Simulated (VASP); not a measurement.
# Al2O3 (Cmcm) in VASP: single point with r2SCAN

Aim: the single point of Al2O3 with r2SCAN.

Program: VASP 6.6.1. These are calculated values, not measurements. Logs are shortened: lines on timing, memory, paths and dates and some standing lists are left out, and cuts for length are marked.

## (1) The cell of the first run

It takes space group Cmcm (No. 63, orthorhombic). Conventional cell: a = 2.648 Å, b = 8.848 Å, c = 6.977 Å, α = 90.00°, β = 90.00°, γ = 90.00°. Al (site symmetry 2/m) has 6 O at 1.86 to 1.98 Å within 2.5 Å. Al (site symmetry m2m) has 8 O at 1.86 to 2.52 Å and 4 Al at 2.65 to 2.79 Å within 2.8 Å. O (site symmetry m) has 5 Al at 1.86 to 2.52 Å and 11 O at 2.40 to 2.78 Å within 2.8 Å. O (site symmetry m2m) has 4 Al at 1.86 to 1.98 Å and 12 O at 2.58 to 2.78 Å within 2.8 Å.

## (2) Single point, r2SCAN

The input, POSCAR:

```
Al2O3
1.0
    1.3240785447     -4.4240607656      0.0000000000
    1.3240785447      4.4240607656      0.0000000000
    0.0000000000      0.0000000000      6.9769523763
Al O
4 6
Direct
    0.0000000000      0.0000000000      0.5000000000
    0.2455729542      0.7544270458      0.7500000000
    0.7544270458      0.2455729542      0.2500000000
    0.0000000000      0.0000000000      0.0000000000
    0.6343510086      0.3656489914      0.9218384012
    0.8930324872      0.1069675128      0.7500000000
    0.3656489914      0.6343510086      0.0781615988
    0.3656489914      0.6343510086      0.4218384012
    0.1069675128      0.8930324872      0.2500000000
    0.6343510086      0.3656489914      0.5781615988
```

The input, INCAR.step1:

```
ALGO = Normal
EDIFF = 1E-4
ENCUT = 520
GGA = PE
ISMEAR = 0
LASPH = T
LCHARG = F
LREAL = F
LWAVE = T
NBANDS = 35
NELM = 80
PREC = Accurate
SIGMA = 0.02
```

The input, INCAR.step2:

```
ALGO = Normal
EDIFF = 1E-6
ENCUT = 520
ISIF = 2
ISMEAR = 0
ISTART = 1
LASPH = T
LCHARG = T
LELF = T
LMIXTAU = T
LREAL = F
LVHAR = T
LWAVE = F
METAGGA = R2SCAN
NBANDS = 35
NELM = 80
PREC = Accurate
SIGMA = 0.02
```

The input, KPOINTS:

```
k-points
0
Gamma
  10 10 4
```

Potentials or basis: VASP PAW PBE potentials, release 64 (Al, O).

The run is started by

```
$ cat potpaw_PBE.64/Al/POTCAR potpaw_PBE.64/O/POTCAR > POTCAR
$ cp INCAR.step1 INCAR
$ mpirun -np 1 vasp_std > vasp.out
$ cp INCAR.step2 INCAR
$ mpirun -np 1 vasp_std > vasp.out
```

OUTCAR:

```text
EDIFF = 1E-6
   ENCUT = 520
   ISIF = 2
   ISMEAR = 0
   ISTART = 1
   LASPH = T
   LREAL = F
   METAGGA = R2SCAN
   NELM = 80
   PREC = Accurate

 ion  position               nearest neighbor table
   1  0.000  0.000  0.500-  10 1.86   8 1.86  10 1.86   8 1.86   6 1.98   9 1.98   2 2.79   3 2.79
                             3 3.14   2 3.14   2 3.14   3 3.14
   2  0.246  0.754  0.750-   6 1.86   6 1.86  10 2.04   5 2.04   5 2.04  10 2.04   8 2.52   7 2.52
                             4 2.79   1 2.79   4 3.14   4 3.14   1 3.14   1 3.14
   3  0.754  0.246  0.250-   9 1.86   9 1.86   7 2.04   7 2.04   8 2.04   8 2.04  10 2.52   5 2.52
                             4 2.79   1 2.79   1 3.14   1 3.14   4 3.14   4 3.14
   4  0.000  0.000  0.000-   5 1.86   7 1.86   5 1.86   7 1.86   6 1.98   9 1.98   2 2.79   3 2.79
                             3 3.14   2 3.14   2 3.14   3 3.14
   5  0.634  0.366  0.922-   4 1.86   4 1.86   2 2.04   2 2.04   3 2.52
   6  0.893  0.107  0.750-   2 1.86   2 1.86   4 1.98   1 1.98
   7  0.366  0.634  0.078-   4 1.86   4 1.86   3 2.04   3 2.04   2 2.52
   8  0.366  0.634  0.422-   1 1.86   1 1.86   3 2.04   3 2.04   2 2.52
   9  0.107  0.893  0.250-   3 1.86   3 1.86   4 1.98   1 1.98
  10  0.634  0.366  0.578-   1 1.86   1 1.86   2 2.04   2 2.04   3 2.52

  LATTYP: Found a base centered orthorhombic cell.
 ALAT       =     2.6481570894
 B/A-ratio  =     3.3412374087
 C/A-ratio  =     2.6346444492

  Lattice vectors:

 A1 = (   1.3240785447,  -4.4240607656,   0.0000000000)
 A2 = (   1.3240785447,   4.4240607656,   0.0000000000)
 A3 = (   0.0000000000,   0.0000000000,   6.9769523763)

Analysis of symmetry for initial positions (statically):
=====================================================================
 Subroutine PRICEL returns:
 Original cell was already a primitive cell.

 Routine SETGRP: Setting up the symmetry group for a
 base centered orthorhombic supercell.

 Subroutine GETGRP returns: Found  8 space group operations
 (whereof  4 operations were pure point group operations)
 out of a pool of  8 trial point group operations.

The static configuration has the point symmetry C_2h.
 The point group associated with its full space group is D_2h.

Analysis of symmetry for dynamics (positions and initial velocities):
=====================================================================
 Subroutine PRICEL returns:
 Original cell was already a primitive cell.

 Routine SETGRP: Setting up the symmetry group for a
 base centered orthorhombic supercell.
[... 126 lines left out ...]
   IBRION =     -1    ionic relax: 0-MD 1-quasi-New 2-CG
   NFREE  =      0    steps in history (QN), initial steepest desc. (CG)
   ISIF   =      2    stress and relaxation
   ISYM   =      2    0-nonsym 1-usesym 2-fastsym
   POTIM  = 0.5000    time-step for ionic-motion
   TEBEG  =    0.0;   TEEND  =   0.0 temperature during run
   PSTRESS=    0.0 pullay stress
   NELECT =      48.0000    total number of electrons
   NUPDOWN=      -1.0000    fix difference up-down
   EMIN   =  10.00;   EMAX   =-10.00  energy-range for DOS
   EFERMI =   0.00;   METHOD = LEGACY
   ISMEAR =     0;   SIGMA  =   0.02  broadening in eV -4-tet -1-fermi 0-gaus
   EFERMI_NEDOS =   21; number of points for ismear=-14 and -15
   IALGO  =     38    algorithm
   IMIX   =      4    mixing-type and parameters
     AMIX     =   0.40;   BMIX     =  1.00
     AMIX_MAG =   1.60;   BMIX_MAG =  1.00
  volume/ion in A,a.u.               =       8.17        55.16
  Fermi-wavevector in a.u.,A,eV,Ry     =   1.370919  2.590661 25.571037  1.879418
  Thomas-Fermi vector in A             =   2.496662
   LORBIT       =      0    0 simple, 1 ext, 2 COOP (PROOUT), +10 PAW based schemes
   METAGGA = R2SCAN    functional components
   LHFCALC =     F    Hartree Fock is set to
   AEXX    =    0.0000 exact exchange contribution
   IVDW    =     0    specifies the selected vdW correction
   LEPSILON=     F    determine dielectric tensor
   LRPA    =     F    only Hartree local field effects (RPA)
 non-spin polarized calculation
 Gauss-broadening in eV      SIGMA  =   0.02
  energy-cutoff  :      520.00
  volume of cell :       81.74
 maximum number of plane-waves:      2224
 NGX is ok and might be reduce to    36
   NGX = 17   NGY = 17   NGZ = 25

 number of electron      48.0000005 magnetization

 Free energy of the ion-electron system (eV)
  ---------------------------------------------------
  ext. energy  EPLUGINS =         0.00000000
  ---------------------------------------------------
  free energy    TOTEN  =       -93.31506650 eV

  energy without entropy =      -93.31506650  energy(sigma->0) =      -93.31506650

 E-fermi :   7.5424     XC(G=0): -12.5391

 val. band max:        7.3932482897   @ k =   0.0000   0.0000   0.0000
 cond. band min:      12.9787790534   @ k =   0.0000   0.0000   0.0000
 fundamental gap:      5.5855307637
 Fermi energy:         7.5424190572

 k-point     1 :       0.0000    0.0000    0.0000
  band No.  band energies     occupation
      1     -13.9405      2.00000
      2     -12.4276      2.00000
      3     -12.3276      2.00000
      4     -11.6421      2.00000
      5     -11.0409      2.00000
      6     -10.9749      2.00000
[... 901 lines left out ...]
     34      20.7989      0.00000
     35      20.8924      0.00000

 [... further k-points ...]
[... 5 lines left out ...]
  --------------------------------------------------------------------------------------
  -------------------------------------------------------------------------------------
  Total       -0.1881390     -0.2219997     -0.4329398      0.0000000     -0.0000000      0.0000000
  in kB       -3.6877278     -4.3514340     -8.4860877      0.0000000     -0.0000000      0.0000000
  external PRESSURE =      -5.5084165 kB  Pullay stress =       0.0000000 kB

 VOLUME and BASIS-vectors are now :
 -----------------------------------------------------------------------------
  energy-cutoff  :      520.00
  volume of cell :       81.74
      direct lattice vectors                 reciprocal lattice vectors
     1.324078545 -4.424060766  0.000000000     0.377621103 -0.113018339  0.000000000
     1.324078545  4.424060766  0.000000000     0.377621103  0.113018339  0.000000000
     0.000000000  0.000000000  6.976952376     0.000000000  0.000000000  0.143329056

 POSITION                                       TOTAL-FORCE (eV/Angst)
 -----------------------------------------------------------------------------------
      0.00000      0.00000      3.48848        -0.000000     -0.000000      0.000000
      1.32408      2.25120      5.23271        -0.000000      0.044050     -0.000000
      1.32408     -2.25120      1.74424        -0.000000     -0.044050     -0.000000
      0.00000      0.00000      0.00000         0.000000     -0.000000      0.000000
      1.32408     -1.18875      6.43162        -0.000000     -0.012044     -0.019550
      1.32408     -3.47760      5.23271        -0.000000     -0.033822     -0.000000
      1.32408      1.18875      0.54533        -0.000000      0.012044      0.019550
      1.32408      1.18875      2.94315        -0.000000      0.012044     -0.019550
      1.32408      3.47760      1.74424        -0.000000      0.033822      0.000000
      1.32408     -1.18875      4.03381        -0.000000     -0.012044      0.019550
 -----------------------------------------------------------------------------------
    total drift:                                0.000000     -0.000000     -0.000000

  FREE ENERGIE OF THE ION-ELECTRON SYSTEM (eV)
  ---------------------------------------------------
  free  energy   TOTEN  =       -93.3150664969 eV

  energy  without entropy=      -93.3150664969  energy(sigma->0) =      -93.31506650
```

OUTCAR.step1:

```text
EDIFF = 1E-4
   ENCUT = 520
   GGA = PE
   ISMEAR = 0
[... 1173 lines left out ...]
      1.32408      1.18875      0.54533        -0.000000      0.143071     -0.023819
      1.32408      1.18875      2.94315        -0.000000      0.143071      0.023819
      1.32408      3.47760      1.74424        -0.000000      0.164286      0.000000
      1.32408     -1.18875      4.03381        -0.000000     -0.143071     -0.023819
 -----------------------------------------------------------------------------------
    total drift:                                0.000000     -0.000000     -0.000000

  FREE ENERGIE OF THE ION-ELECTRON SYSTEM (eV)
  ---------------------------------------------------
  free  energy   TOTEN  =       -71.9550443582 eV

  energy  without entropy=      -71.9550443582  energy(sigma->0) =      -71.95504436
```

OSZICAR.step1:

```text
N       E                     dE             d eps       ncg     rms          rms(c)
DAV:   1     0.223126741032E+03    0.22313E+03   -0.25162E+04  6558   0.130E+03
DAV:   2    -0.678431797427E+02   -0.29097E+03   -0.27899E+03  8408   0.287E+02
DAV:   3    -0.800434591722E+02   -0.12200E+02   -0.12149E+02  8326   0.590E+01
DAV:   4    -0.801338016366E+02   -0.90342E-01   -0.90292E-01  8028   0.588E+00
DAV:   5    -0.801348898374E+02   -0.10882E-02   -0.10881E-02  8150   0.635E-01    0.175E+01
DAV:   6    -0.719748690590E+02    0.81600E+01   -0.27381E+01  7896   0.281E+01    0.577E+00
DAV:   7    -0.719646352782E+02    0.10234E-01   -0.79768E-01  7830   0.453E+00    0.327E+00
DAV:   8    -0.719526801294E+02    0.11955E-01   -0.82372E-02  7764   0.213E+00    0.797E-01
DAV:   9    -0.719546362135E+02   -0.19561E-02   -0.19093E-02  8035   0.793E-01    0.290E-01
DAV:  10    -0.719550819909E+02   -0.44578E-03   -0.91809E-04  7823   0.189E-01    0.746E-02
DAV:  11    -0.719550443582E+02    0.37633E-04   -0.29028E-04  6614   0.105E-01
   1 F= -.71955044E+02 E0= -.71955044E+02  d E =-.343204E-16
```

Wall time 11 min (1 thread of Intel Xeon Platinum 8488C (Sapphire Rapids), shared host); peak memory 0.38 GiB.

What came out:

```
Free energy            : -93.3151 eV
Pressure               : -0.6 GPa
Largest force          : 0.044 eV/Å
Band gap on the k mesh : 5.59 eV
```

Forces on the atoms (eV/Å):
```
Al   0.000  0.000  0.000
Al   0.000  0.044  0.000
Al   0.000 -0.044  0.000
Al   0.000  0.000  0.000
O    0.000 -0.012 -0.020
O    0.000 -0.034  0.000
O    0.000  0.012  0.020
O    0.000  0.012 -0.020
O    0.000  0.034  0.000
O    0.000 -0.012  0.020
```

Levels at points of the mesh, in eV from the valence-band top:
```csv
k point,band 22,band 23,band 24,band 25,band 26,band 27
"(0.00, 0.00, 0.00)",-1.11,-0.81,0.00,5.59,7.75,9.78
"(0.50, 0.00, 0.00)",-1.56,-1.55,-0.91,7.38,8.16,9.93
"(0.50, 0.50, 0.00)",-1.12,-0.63,-0.52,7.47,7.69,9.24
"(0.00, 0.00, 0.50)",-1.31,-0.87,-0.87,6.93,6.93,9.96
"(0.50, 0.00, 0.50)",-1.91,-0.68,-0.68,8.30,8.30,9.77
"(0.50, 0.50, 0.50)",-1.27,-1.13,-1.13,7.98,7.98,8.91
```

Caveat: the PAW data sets were made with another functional, which shifts forces and pressure a little.
